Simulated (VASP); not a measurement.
**Pb: single point with RPBE**

Pb:

```xyz
1
Lattice="0.0000 2.4807 2.4807 2.4807 0.0000 2.4807 2.4807 2.4807 0.0000" Properties=species:S:1:pos:R:3 pbc="T T T"
Pb    0.0000    0.0000    0.0000
```

This cell differs from its parent crystal: volume scaled by 0.92.

```yaml
Program: VASP 6.6.1
Task: single point
Functional: RPBE
Potentials_or_basis: VASP PAW PBE potentials, release 64 (Pb_d)
Cutoff: 520 eV
k_mesh: 17 × 17 × 17
Occupations: fermi-dirac, width 0.1 eV
Spin: no spin polarisation
```

```yaml
Pressure: 3.6 GPa
Band_gap_on_the_k_mesh: zero (band 7 reaches 14.72 eV, above the bottom of band 8 at 5.73 eV)
```

Levels at points of the mesh, in eV from the Fermi level:
| k point | band 3 | band 4 | band 5 | band 6 | band 7 | band 8 | band 9 | band 10 | band 11 | band 12 |
| --- | --- | --- | --- | --- | --- | --- | --- | --- | --- | --- |
| (0.00, 0.00, 0.00) | -17.16 | -17.03 | -17.03 | -11.73 | 7.36 | 7.36 | 7.36 | 9.69 | 11.19 | 12.39 |

It took 34 s on 1 thread of AMD EPYC 9R14 (Zen 4), with other jobs on the host, peak memory 0.17 GiB.

Caveat: the PAW data sets were made with another functional, which shifts forces and pressure a little; spin-orbit coupling is left out, which moves the levels of the heavy elements.
